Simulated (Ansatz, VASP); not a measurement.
One calculation of C, two programs

INCAR

```
PREC = Accurate ; ENCUT = 520
EDIFF = 1E-6 ; ISMEAR = 0
SIGMA = 0.15 ; LREAL = False
LASPH = True ; NELM = 100
ALGO = Normal ; ISIF = 2
LWAVE = False ; LCHARG = False
GGA = PE ; IVDW = 12
NBANDS = 16
```

KPOINTS

```
regular mesh
0
Gamma
  18 12 10
```

Contents of POSCAR:

```
C
1.0
   -2.4646600698      0.0000000000      0.0000000000
    0.0000000000      0.0000000000     -3.5719696368
    0.0000000000     -4.2689164642      0.0000000000
C
4
Direct
    0.5000000000      0.0000000000      0.1638556489
    0.0000000000      0.0000000000      0.6413675069
    0.0000000000      0.0000000000      0.3361443511
    0.5000000000      0.0000000000      0.8586324931
```

Input for Ansatz:

```yaml
crystal:
  lattice:
    - [-2.4646600698, 0.0, 0.0]
    - [0.0, 0.0, -3.5719696368]
    - [0.0, -4.2689164642, 0.0]
  atoms:
    - { symbol: C, position: [0.5, 0.0, 0.1638556489] }
    - { symbol: C, position: [0.0, 0.0, 0.6413675069] }
    - { symbol: C, position: [0.0, 0.0, 0.3361443511] }
    - { symbol: C, position: [0.5, 0.0, 0.8586324931] }
basis:
  ecutwfc: 520.0
kpoints:
  mp_grid: { grid: [18, 12, 10] }
hamiltonian:
  xc: pbe
  pseudopotentials: { kind: paw, azcp: { folder: soft_1 } }
  dispersion: d3bj
scf:
  occupations: { method: gaussian, width: 0.15 }
output:
  forces: true
  stress: true
  eigenvalues: true
```

Change from the starting cell: mode 8 frozen in at -0.048 Å and mode 12 at +0.060 Å (largest displacements).

Alike in both runs: task single point; functional PBE; dispersion D3(BJ); k mesh 18 × 12 × 10; occupations gaussian, width 0.15 eV; no spin polarisation.

```csv
,VASP,Ansatz
version,VASP 6.6.1,Ansatz 0.2.0
potentials or method,"VASP PAW PBE potentials, release 64 (C), cutoff 520 eV","scalar-relativistic, plane waves, PAW"
valence electrons in the cell,16,16
```

Ansatz gave:

```
gap on the k mesh at the Fermi level (eV)                     : none
pressure (GPa)                                                : 8.7
traceless stress, the component that is largest in VASP (GPa) : 16.86
rms of the force components (eV/Å)                            : 4.560
```

What did VASP give for the same quantities?

gap on the k mesh at the Fermi level (eV): none; pressure (GPa): 9.0; traceless stress, the component that is largest in VASP (GPa): 17.26; rms of the force components (eV/Å): 4.574.

Atom by atom the forces differ by 0.014 eV/Å (rms over components). A gap of «none» marks a metal or a gap that the smearing closes.
